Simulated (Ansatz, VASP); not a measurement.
**Two plane-wave programs on Rh**

```
Rh
1.0
     0.00000    1.94909    1.99663
     1.94909    0.00000    1.99663
     1.94909    1.94909    0.00000
Rh
1
Direct
  0.00000 0.00000 0.00000
```

Change from the starting cell: strain +0.025 along x and y, +0.050 along z, atoms carried along.

Alike in both runs: task single point; functional PBE; k mesh 22 × 22 × 22; no spin polarisation.

```csv
,VASP,Ansatz
version,VASP 6.6.1,Ansatz 0.2.0
potentials or method,"VASP PAW PBE potentials, release 64 (Rh_pv), cutoff 520 eV","scalar-relativistic, plane waves, PAW"
occupations,"methfessel-paxton of order 1, width 0.02 eV","cold, width 0.02 eV"
valence electrons in the cell,15,17
```

```tsv
	VASP	Ansatz	Ansatz less VASP
gap on the k mesh at the Fermi level (eV)	none	none	-
pressure (GPa)	-16.2	-16.2	+0.03
traceless stress, the component that is largest in VASP (GPa)	-2.84	-2.84	0.000
```

A gap of «none» marks a metal or a gap that the smearing closes. VASP's potentials hold 15 valence electrons a cell and Ansatz's 17, so a difference there can come from the potentials and not from the codes.
